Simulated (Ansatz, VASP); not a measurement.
In: VASP beside Ansatz

```
CELL_PARAMETERS angstrom
3.26568 -2.07256 0.00000
3.26568 2.07256 0.00000
-2.37536 0.00000 4.53072
ATOMIC_POSITIONS crystal
In 0.06400 0.06400 0.15300
In 0.93600 0.93600 0.84700
```

Alike in both runs: task relaxation of cell and atoms; functional PBE; k mesh 6 × 6 × 4; occupations gaussian, width 0.1 eV; no spin polarisation.

|  | VASP | Ansatz |
| --- | --- | --- |
| version | VASP 6.6.1 | Ansatz 0.2.0 |
| potentials or method | VASP PAW PBE potentials, release 64 (In_d), cutoff 600 eV | scalar-relativistic, plane waves, PAW |
| valence electrons in the cell | 26 | 26 |

```csv
,VASP,Ansatz,Ansatz less VASP
"gap on the k mesh at the Fermi level, each at its own relaxed structure (eV)",none,none,-
relaxed volume (Å³/atom),27.09,27.89,+0.797
relaxed cell length with the largest relative difference (Å),6.954,5.114,-1.8399
```

A gap of «none» marks a metal or a gap that the smearing closes. One of these differences is far larger than is usual between the two programs; its cause wasn't traced.
